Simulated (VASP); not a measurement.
Set up this calculation in VASP 6.6.1, as the native input.

```yaml
Task: single point
Functional: PBE
Potentials_or_basis: VASP PAW PBE potentials, release 64 (Cu)
Cutoff: 520 eV
k_mesh: 17 × 17 × 9
Occupations: fermi-dirac, width 0.05 eV
Spin: no spin polarisation
Dipole_correction: no
Further_INCAR_settings: ALGO = Normal; EDIFF = 1e-07; NBANDS = 18
```

The structure of Cu lies in POSCAR:

```
Cu
1.0
    2.5806459609      0.0000000000      0.0000000000
   -1.2903229805      2.2349049603      0.0000000000
    0.0000000000      0.0000000000      4.2691885638
Cu
2
Direct
    0.3333333333      0.6666666667      0.2500000000
    0.6666666667      0.3333333333      0.7500000000
```

These files were run (other wordings do the same):

INCAR

```
PREC = Accurate
ENCUT = 520
EDIFF = 1E-7
ISMEAR = -1
SIGMA = 0.05
LREAL = F
LASPH = T
NELM = 80
ALGO = Normal
ISIF = 2
LWAVE = F
LCHARG = F
GGA = PE
NBANDS = 18
```

KPOINTS

```
Automatic mesh
0
Gamma
  17 17 9
```

Potentials or basis: VASP PAW PBE potentials, release 64 (Cu).

Launch:

```console
$ cat potpaw_PBE.64/Cu/POTCAR > POTCAR
$ mpirun -np 1 vasp_std > vasp.out
```

It gave:

| Quantity | Value |
| --- | --- |
| Pressure | -3.1 GPa |
| Band gap on the k mesh | zero (band 11 reaches 10.71 eV, above the bottom of band 12 at 5.23 eV) |

It took 23 s on 1 thread of Intel(R) Xeon(R) 6975P-C (Granite Rapids), with other jobs on the host, peak memory 0.17 GiB.
